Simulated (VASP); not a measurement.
# WS2 in VASP: further runs

The runs below take WS2 through single point, with r2SCAN.

All numbers are computed with VASP 6.6.1; they aren't measurements. Logs are shortened: lines on timing, memory, paths and dates and some standing lists are left out, and cuts for length are marked.

### 1 The cell of the first run

The cell holds a slab with vacuum, 6 atoms: a = 3.181 Å, b = 3.181 Å, c = 23.688 Å, α = 90.00°, β = 90.00°, γ = 120.00°.

### 2 Single point, r2SCAN (all S atoms moved +0.087 Å, as atom 3 along Cartesian [0 0 1])

POSCAR reads:

```
WS2
1.0
    3.1814117282      0.0000000000      0.0000000000
   -1.5907058641      2.7551833765      0.0000000000
    0.0000000000      0.0000000000     23.6881463475
W S
2 4
Direct
    0.3333333333      0.6666666667      0.6379434935
    0.6666666667      0.3333333333      0.3620565065
    0.3333333333      0.6666666667      0.2999363403
    0.6666666667      0.3333333333      0.5757976529
    0.3333333333      0.6666666667      0.4315900083
    0.6666666667      0.3333333333      0.7074513209
```

INCAR.step1 reads:

```
SYSTEM = WS2
ALGO     = Normal         ! electronic algorithm
EDIFF    = 1E-4           ! SCF threshold, eV
ENCUT    = 520            ! plane-wave cutoff, eV
GGA      = PE             ! functional
ISMEAR   = 0              ! smearing method
LASPH    = .True.         ! aspherical terms in the spheres
LCHARG   = .False.        ! write CHGCAR
LREAL    = .False.        ! projectors in reciprocal space
LWAVE    = .True.         ! write WAVECAR
NBANDS   = 35             ! bands
NELM     = 60             ! most SCF steps
PREC     = Accurate       ! precision mode
SIGMA    = 0.05           ! smearing width, eV
```

INCAR.step2 reads:

```
SYSTEM = WS2
ALGO     = Normal         ! electronic algorithm
EDIFF    = 1E-7           ! SCF threshold, eV
ENCUT    = 520            ! plane-wave cutoff, eV
ISIF     = 2              ! what is computed and relaxed
ISMEAR   = 0              ! smearing method
ISTART   = 1            
LASPH    = .True.         ! aspherical terms in the spheres
LCHARG   = .False.        ! write CHGCAR
LMIXTAU  = .True.       
LREAL    = .False.        ! projectors in reciprocal space
LWAVE    = .False.        ! write WAVECAR
METAGGA  = R2SCAN         ! meta-GGA
NBANDS   = 35             ! bands
NELM     = 60             ! most SCF steps
PREC     = Accurate       ! precision mode
SIGMA    = 0.05           ! smearing width, eV
```

KPOINTS reads:

```
k-points
0
Gamma
  12 12 2
  0 0 0
```

Potentials or basis: VASP PAW PBE potentials, release 64 (W_sv, S).

Started as:

```
cat potpaw_PBE.64/W_sv/POTCAR potpaw_PBE.64/S/POTCAR > POTCAR
cp INCAR.step1 INCAR
mpirun -np 1 vasp_std > vasp.out
cp INCAR.step2 INCAR
mpirun -np 1 vasp_std > vasp.out
```

OUTCAR:

```text
SYSTEM = WS2
   EDIFF = 1E-7
   ENCUT = 520
   ISIF = 2
   ISMEAR = 0
   ISTART = 1
   LASPH = .True.
   LREAL = .False.
   METAGGA = R2SCAN
   NELM = 60
   PREC = Accurate

 ion  position               nearest neighbor table
   1  0.333  0.667  0.638-   4 2.35   4 2.35   4 2.35   6 2.47   6 2.47   6 2.47
   2  0.667  0.333  0.362-   3 2.35   3 2.35   3 2.35   5 2.47   5 2.47   5 2.47
   3  0.333  0.667  0.300-   2 2.35   2 2.35   2 2.35
   4  0.667  0.333  0.576-   1 2.35   1 2.35   1 2.35
   5  0.333  0.667  0.432-   2 2.47   2 2.47   2 2.47
   6  0.667  0.333  0.707-   1 2.47   1 2.47   1 2.47

  LATTYP: Found a hexagonal cell.
 ALAT       =     3.1814117282
 C/A-ratio  =     7.4457971402

  Lattice vectors:

 A1 = (   3.1814117282,   0.0000000000,   0.0000000000)
 A2 = (  -1.5907058641,   2.7551833765,   0.0000000000)
 A3 = (   0.0000000000,   0.0000000000,  23.6881463475)

Analysis of symmetry for initial positions (statically):
=====================================================================
 Subroutine PRICEL returns:
 Original cell was already a primitive cell.

 Routine SETGRP: Setting up the symmetry group for a
 hexagonal supercell.

 Subroutine GETGRP returns: Found  6 space group operations
 (whereof  6 operations were pure point group operations)
 out of a pool of 24 trial point group operations.

The static configuration has the point symmetry C_3v.

Analysis of symmetry for dynamics (positions and initial velocities):
=====================================================================
 Subroutine PRICEL returns:
 Original cell was already a primitive cell.

 Routine SETGRP: Setting up the symmetry group for a
 hexagonal supercell.

 Subroutine GETGRP returns: Found  6 space group operations
 (whereof  6 operations were pure point group operations)
 out of a pool of 24 trial point group operations.

The dynamic configuration has the point symmetry C_3v.

 Subroutine INISYM returns: Found  6 space group operations
 (whereof  6 operations are pure point group operations),
 and found     1 'primitive' translations

----------------------------------------------------------------------------------------

                                     Primitive cell

  volume of cell :     207.6354

  direct lattice vectors                    reciprocal lattice vectors
     3.181411728  0.000000000  0.000000000     0.314325867  0.181476124  0.000000000
    -1.590705864  2.755183376  0.000000000     0.000000000  0.362952248  0.000000000
     0.000000000  0.000000000 23.688146347     0.000000000  0.000000000  0.042215207

  length of vectors
     3.181411728  3.181411728 23.688146347     0.362952248  0.362952248  0.042215207

  position of ions in fractional coordinates (direct lattice)
     0.333333333  0.666666667  0.637943494
     0.666666667  0.333333333  0.362056506
     0.333333333  0.666666667  0.299936340
     0.666666667  0.333333333  0.575797653
     0.333333333  0.666666667  0.431590008
     0.666666667  0.333333333  0.707451321

  ion indices of the primitive-cell ions
   primitive index   ion index
                 1           1
                 2           2
                 3           3
                 4           4
                 5           5
                 6           6

----------------------------------------------------------------------------------------

 KPOINTS: k-points

Automatic generation of k-mesh.
 Grid dimensions read from file:
 generate k-points for:   12   12    2

 Generating k-lattice:

  Cartesian coordinates                     Fractional coordinates (reciprocal lattice)
     0.026193822  0.015123010  0.000000000     0.083333333  0.000000000  0.000000000
     0.000000000  0.030246021  0.000000000     0.000000000  0.083333333  0.000000000
     0.000000000  0.000000000  0.021107603     0.000000000  0.000000000  0.500000000

  Length of vectors
     0.030246021  0.030246021  0.021107603

  Shift w.r.t. Gamma in fractional coordinates (k-lattice)
     0.000000000  0.000000000  0.000000000

 Subroutine IBZKPT returns following result:
 ===========================================

 Found     38 irreducible k-points:

 Following reciprocal coordinates:
            Coordinates               Weight
  0.000000  0.000000  0.000000      1.000000
  0.083333  0.000000  0.000000      6.000000
  0.166667  0.000000  0.000000      6.000000
  0.250000  0.000000  0.000000      6.000000
  0.333333  0.000000  0.000000      6.000000
  0.416667  0.000000  0.000000      6.000000
[... 16 lines left out ...]
  0.250000  0.000000  0.500000      6.000000
  0.333333  0.000000  0.500000      6.000000
 [... further k-points ...]
   k-points           NKPTS =     38   k-points in BZ     NKDIM =     38   number of bands    NBANDS=     35
   number of dos      NEDOS =    301   number of ions     NIONS =      6
   total plane-waves  NPLWV = 103680
   dimension x,y,z NGX =    24 NGY =   24 NGZ =  180
   dimension x,y,z NGXF=    48 NGYF=   48 NGZF=  360
   ions per type =               2   4
   NGX,Y,Z   is equivalent  to a cutoff of  12.54, 12.54, 12.63 a.u.
   NGXF,Y,Z  is equivalent  to a cutoff of  25.08, 25.08, 25.27 a.u.
 SYSTEM =  WS2
   PREC   = accura    normal or accurate (medium, high low for compatibility)
   ISTART =      1    job   : 0-new  1-cont  2-samecut
   ICHARG =      0    charge: 1-file 2-atom 10-const
   ISPIN  =      1    spin polarized calculation?
   LNONCOLLINEAR =      F non collinear calculations
   LSORBIT =      F    spin-orbit coupling
   LASPH  =      T    aspherical Exc in radial PAW
   ENCUT  =  520.0 eV  38.22 Ry    6.18 a.u.   5.92  5.92 44.04*2*pi/ulx,y,z
   NELM   =     60;   NELMIN=  2; NELMDL=  0     # of ELM steps
   EDIFF  = 0.1E-06   stopping-criterion for ELM
   LREAL  =      F    real-space projection
   EDIFFG = 0.1E-05   stopping-criterion for IOM
   NSW    =      0    number of steps for IOM
   IBRION =     -1    ionic relax: 0-MD 1-quasi-New 2-CG
   NFREE  =      0    steps in history (QN), initial steepest desc. (CG)
   ISIF   =      2    stress and relaxation
   ISYM   =      2    0-nonsym 1-usesym 2-fastsym
   POTIM  = 0.5000    time-step for ionic-motion
   TEBEG  =    0.0;   TEEND  =   0.0 temperature during run
   PSTRESS=    0.0 pullay stress
   NELECT =      52.0000    total number of electrons
   NUPDOWN=      -1.0000    fix difference up-down
   EMIN   =  10.00;   EMAX   =-10.00  energy-range for DOS
   EFERMI =   0.00;   METHOD = LEGACY
   ISMEAR =     0;   SIGMA  =   0.05  broadening in eV -4-tet -1-fermi 0-gaus
   EFERMI_NEDOS =   21; number of points for ismear=-14 and -15
   IALGO  =     38    algorithm
   IMIX   =      4    mixing-type and parameters
     AMIX     =   0.40;   BMIX     =  1.00
     AMIX_MAG =   1.60;   BMIX_MAG =  1.00
  volume/ion in A,a.u.               =      34.61       233.53
  Fermi-wavevector in a.u.,A,eV,Ry     =   1.031911  1.950029 14.488024  1.064840
  Thomas-Fermi vector in A             =   2.166082
   LORBIT       =      0    0 simple, 1 ext, 2 COOP (PROOUT), +10 PAW based schemes
   METAGGA = R2SCAN    functional components
   LHFCALC =     F    Hartree Fock is set to
   AEXX    =    0.0000 exact exchange contribution
   IVDW    =     0    specifies the selected vdW correction
   LEPSILON=     F    determine dielectric tensor
   LRPA    =     F    only Hartree local field effects (RPA)
 non-spin polarized calculation
 Gauss-broadening in eV      SIGMA  =   0.05
  energy-cutoff  :      520.00
  volume of cell :      207.64
 maximum number of plane-waves:      5630
 NGX is ok and might be reduce to    24
   NGX = 11   NGY = 11   NGZ = 89

 number of electron      51.9999999 magnetization

 Free energy of the ion-electron system (eV)
  ---------------------------------------------------
  ext. energy  EPLUGINS =         0.00000000
  ---------------------------------------------------
  free energy    TOTEN  =      -139.86726536 eV

  energy without entropy =     -139.86726536  energy(sigma->0) =     -139.86726536

 E-fermi :   1.3813     XC(G=0):  -6.3603

 val. band max:        0.9502555209   @ k =   0.0000   0.0000   0.5000
 cond. band min:       2.3791596732   @ k =   0.3333   0.3333   0.0000
 fundamental gap:      1.4289041523
 Fermi energy:         1.3813261731

 k-point     1 :       0.0000    0.0000    0.0000
  band No.  band energies     occupation
      1     -75.4528      2.00000
      2     -75.3807      2.00000
      3     -39.0450      2.00000
      4     -38.9729      2.00000
      5     -38.8921      2.00000
      6     -38.8921      2.00000
[... 27 lines left out ...]
     34       4.0882      0.00000
     35       6.1405      0.00000

 k-point     2 :       0.0833    0.0000    0.0000
  band No.  band energies     occupation
      1     -75.4515      2.00000
      2     -75.3794      2.00000
      3     -39.0405      2.00000
      4     -38.9684      2.00000
      5     -38.9167      2.00000
      6     -38.8978      2.00000
[... 27 lines left out ...]
     34       4.1547      0.00000
     35       6.4217      0.00000

 k-point     3 :       0.1667    0.0000    0.0000
  band No.  band energies     occupation
      1     -75.4480      2.00000
      2     -75.3759      2.00000
      3     -39.0286      2.00000
      4     -38.9833      2.00000
      5     -38.9564      2.00000
      6     -38.9133      2.00000
[... 27 lines left out ...]
     34       4.5254      0.00000
     35       6.8773      0.00000

 k-point     4 :       0.2500    0.0000    0.0000
  band No.  band energies     occupation
      1     -75.4432      2.00000
      2     -75.3711      2.00000
      3     -39.0745      2.00000
      4     -39.0107      2.00000
      5     -39.0027      2.00000
      6     -38.9386      2.00000
[... 27 lines left out ...]
     34       5.0165      0.00000
     35       7.5098      0.00000

 k-point     5 :       0.3333    0.0000    0.0000
  band No.  band energies     occupation
      1     -75.4384      2.00000
      2     -75.3663      2.00000
      3     -39.1631      2.00000
      4     -39.0914      2.00000
      5     -38.9940      2.00000
      6     -38.9556      2.00000
[... 638 lines left out ...]
 k-point    22 :       0.1667    0.0000    0.5000
  band No.  band energies     occupation
      1     -75.4480      2.00000
      2     -75.3759      2.00000
      3     -39.0286      2.00000
      4     -38.9833      2.00000
      5     -38.9564      2.00000
      6     -38.9133      2.00000
[... 27 lines left out ...]
     34       4.5254      0.00000
     35       6.8800      0.00000

 k-point    23 :       0.2500    0.0000    0.5000
  band No.  band energies     occupation
      1     -75.4432      2.00000
      2     -75.3711      2.00000
      3     -39.0745      2.00000
      4     -39.0107      2.00000
      5     -39.0027      2.00000
      6     -38.9386      2.00000
[... 27 lines left out ...]
     34       5.0165      0.00000
     35       7.5111      0.00000

 k-point    24 :       0.3333    0.0000    0.5000
  band No.  band energies     occupation
      1     -75.4384      2.00000
      2     -75.3663      2.00000
      3     -39.1631      2.00000
      4     -39.0914      2.00000
      5     -38.9940      2.00000
      6     -38.9556      2.00000
[... 27 lines left out ...]
     34       5.3861      0.00000
     35       7.6123      0.00000

 [... further k-points ...]
[... 5 lines left out ...]
  --------------------------------------------------------------------------------------
  -------------------------------------------------------------------------------------
  Total        0.7436316      0.7436316      0.4114052      0.0000000      0.0000000      0.0000000
  in kB        5.7380844      5.7380844      3.1745264      0.0000000      0.0000000      0.0000000
  external PRESSURE =       4.8835651 kB  Pullay stress =       0.0000000 kB

 VOLUME and BASIS-vectors are now :
 -----------------------------------------------------------------------------
  energy-cutoff  :      520.00
  volume of cell :      207.64
      direct lattice vectors                 reciprocal lattice vectors
     3.181411728  0.000000000  0.000000000     0.314325867  0.181476124  0.000000000
    -1.590705864  2.755183376  0.000000000     0.000000000  0.362952248  0.000000000
     0.000000000  0.000000000 23.688146347     0.000000000  0.000000000  0.042215207

 POSITION                                       TOTAL-FORCE (eV/Angst)
 -----------------------------------------------------------------------------------
     -0.00000      1.83679     15.11170        -0.000000      0.000000      2.909510
      1.59071      0.91839      8.57645        -0.000000      0.000000      2.909276
     -0.00000      1.83679      7.10494         0.000000     -0.000000     -1.615477
      1.59071      0.91839     13.63958        -0.000000      0.000000     -1.608738
     -0.00000      1.83679     10.22357         0.000000     -0.000000     -1.293445
      1.59071      0.91839     16.75821        -0.000000     -0.000000     -1.301127
 -----------------------------------------------------------------------------------
    total drift:                                0.000001      0.000001      0.001164

  FREE ENERGIE OF THE ION-ELECTRON SYSTEM (eV)
  ---------------------------------------------------
  free  energy   TOTEN  =      -139.8672653572 eV

  energy  without entropy=     -139.8672653572  energy(sigma->0) =     -139.86726536
```

It took 11 min on 1 thread of Intel Xeon 6975P-C (Granite Rapids), shared host; peak memory 0.48 GiB.

What came out:

```yaml
Free_energy: -139.8673 eV
Largest_force: 2.910 eV/Å
Band_gap_on_the_k_mesh: 1.43 eV (least direct gap 1.85 eV)
```

Forces in eV/Å, atoms in the order of the input:
```
W    0.000  0.000  2.910
W    0.000  0.000  2.909
S    0.000  0.000 -1.615
S    0.000  0.000 -1.609
S    0.000  0.000 -1.293
S    0.000  0.000 -1.301
```

Caveat: the cell differs from its parent crystal (all S atoms moved +0.087 Å, as atom 3 along Cartesian [0 0 1]); there is no dipole correction, which matters where the two faces differ; the PAW data sets were made with another functional, which shifts forces and pressure a little; spin-orbit coupling is left out, which moves the levels of the heavy elements.

### 3 Single point, r2SCAN (all S atoms moved +0.062 Å, as atom 3 along Cartesian [0 0 1])

POSCAR reads:

```
WS2
1.0
    3.1814117282      0.0000000000      0.0000000000
   -1.5907058641      2.7551833765      0.0000000000
    0.0000000000      0.0000000000     23.6881463475
W S
2 4
Direct
    0.3333333333      0.6666666667      0.6379434935
    0.6666666667      0.3333333333      0.3620565065
    0.3333333333      0.6666666667      0.2988809601
    0.6666666667      0.3333333333      0.5747422727
    0.3333333333      0.6666666667      0.4305346281
    0.6666666667      0.3333333333      0.7063959407
```

INCAR.step1 reads:

```
PREC = Accurate ; ENCUT = 520
ISMEAR = 0 ; SIGMA = 0.05
LREAL = False ; LASPH = True
NELM = 80 ; NBANDS = 35
GGA = PE ; ALGO = Normal
EDIFF = 1E-4 ; LWAVE = True
LCHARG = False
```

INCAR.step2 reads:

```
PREC = Accurate ; ENCUT = 520
EDIFF = 1E-6 ; ISMEAR = 0
SIGMA = 0.05 ; LREAL = False
LASPH = True ; NELM = 80
ALGO = Normal ; ISIF = 2
LWAVE = False ; LCHARG = False
METAGGA = R2SCAN ; LMIXTAU = True
NBANDS = 35 ; ISTART = 1
```

KPOINTS reads:

```
Automatic mesh
0
Gamma
  12 12 2
```

Potentials or basis: VASP PAW PBE potentials, release 64 (W_sv, S).

Started as:

```
cat potpaw_PBE.64/W_sv/POTCAR potpaw_PBE.64/S/POTCAR > POTCAR
cp INCAR.step1 INCAR
mpirun -np 1 vasp_std > vasp.out
cp INCAR.step2 INCAR
mpirun -np 1 vasp_std > vasp.out
```

It took 11 min on 1 thread of Intel Xeon 6975P-C (Granite Rapids), shared host; peak memory 0.49 GiB.

The run converged. Its results:

```
Free energy            : -139.9921 eV
Largest force          : 2.084 eV/Å
Band gap on the k mesh : 1.50 eV (least direct gap 1.87 eV)
```

Forces on the atoms (eV/Å):
```
W    0.000  0.000  2.084
W    0.000  0.000  2.083
S    0.000  0.000 -1.136
S    0.000  0.000 -1.130
S    0.000  0.000 -0.948
S    0.000  0.000 -0.954
```

Levels at points of the mesh, in eV from the valence-band top:
```tsv
k point	band 24	band 25	band 26	band 27	band 28	band 29
(0.00, 0.00, 0.00)	-2.05	-0.44	0.00	2.54	2.54	2.58
(0.50, 0.00, 0.00)	-1.73	-1.36	-1.29	2.61	2.66	3.03
(0.00, 0.00, 0.50)	-2.05	-0.44	0.00	2.54	2.54	2.58
(0.50, 0.00, 0.50)	-1.73	-1.36	-1.29	2.61	2.66	3.03
```

Caveat: the cell differs from its parent crystal (all S atoms moved +0.062 Å, as atom 3 along Cartesian [0 0 1]); there is no dipole correction, which matters where the two faces differ; the PAW data sets were made with another functional, which shifts forces and pressure a little; spin-orbit coupling is left out, which moves the levels of the heavy elements.

[end of part 1 of 2]
